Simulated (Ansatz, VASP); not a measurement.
One calculation of Sn2PW3, two programs

Contents of INCAR:

```
SYSTEM = Sn2PW3
PREC = Accurate ; ENCUT = 600
EDIFF = 1E-7 ; ISMEAR = 0
SIGMA = 0.1 ; LREAL = .False.
LASPH = .True. ; NELM = 80
ALGO = Normal ; ISIF = 3
LWAVE = .False. ; LCHARG = .False.
GGA = PE ; IBRION = 2
NSW = 90 ; EDIFFG = -0.04
```

Contents of KPOINTS:

```
Automatic mesh
0
Gamma
  3 3 4
  0 0 0
```

POSCAR

```
Sn2PW3
1.0
    5.8868179600      0.0000000000      0.0000000000
   -2.9434089800      5.0981339000      0.0000000000
    0.0000000000      0.0000000000      4.4717017700
Sn P W
2 1 3
Direct
    0.6666666700      0.3333333300      0.0000000000
    0.3333333300      0.6666666700      0.0000000000
    0.0000000000      0.0000000000      0.0000000000
    0.5000000000      0.5000000000      0.5000000000
    0.5000000000      0.0000000000      0.5000000000
    0.0000000000      0.5000000000      0.5000000000
```

Input for Ansatz:

```yaml
crystal:
  lattice:
    - [5.88681796, 0.0, 0.0]
    - [-2.94340898, 5.0981339, 0.0]
    - [0.0, 0.0, 4.47170177]
  atoms:
    - { symbol: Sn, position: [0.66666667, 0.33333333, 0.0] }
    - { symbol: Sn, position: [0.33333333, 0.66666667, 0.0] }
    - { symbol: P, position: [0.0, 0.0, 0.0] }
    - { symbol: W, position: [0.5, 0.5, 0.5] }
    - { symbol: W, position: [0.5, 0.0, 0.5] }
    - { symbol: W, position: [0.0, 0.5, 0.5] }
basis:
  ecutwfc: 420
kpoints:
  mp_grid: { grid: [3, 3, 4] }
hamiltonian:
  xc: pbe
scf:
  occupations: { method: gaussian, width: 0.1 }
  lower_state_search: "off"
output:
  forces: true
  stress: true
  eigenvalues: true
relax:
  adjacent_minimum: "off"
  f_tol: 0.04
  max_steps: 70
  cell: { stress_tol: 0.4 }
```

Change from the starting cell: species swapped into the LaNi2Rh3 type (P6/mmm, No. 191).

Alike in both runs: task relaxation of cell and atoms; functional PBE; k mesh 3 × 3 × 4; occupations gaussian, width 0.1 eV; no spin polarisation.

|  | VASP | Ansatz |
| --- | --- | --- |
| version | VASP 6.6.1 | Ansatz 0.2.0 |
| potentials or method | VASP PAW PBE potentials, release 64 (Sn_d, P, W_sv), cutoff 600 eV | scalar-relativistic, plane waves, PAW |
| valence electrons in the cell | 75 | 75 |

|  | VASP | Ansatz | Ansatz less VASP |
| --- | --- | --- | --- |
| gap on the k mesh at the Fermi level, each at its own relaxed structure (eV) | none | none | - |
| relaxed volume (Å³/atom) | 20.33 | 20.35 | +0.021 |
| relaxed cell length with the largest relative difference (Å) | 4.768 | 4.770 | +0.0019 |

A gap of «none» marks a metal or a gap that the smearing closes.

The k mesh is coarse, so the values compare programs but aren't converged. Spin-orbit coupling is off throughout.
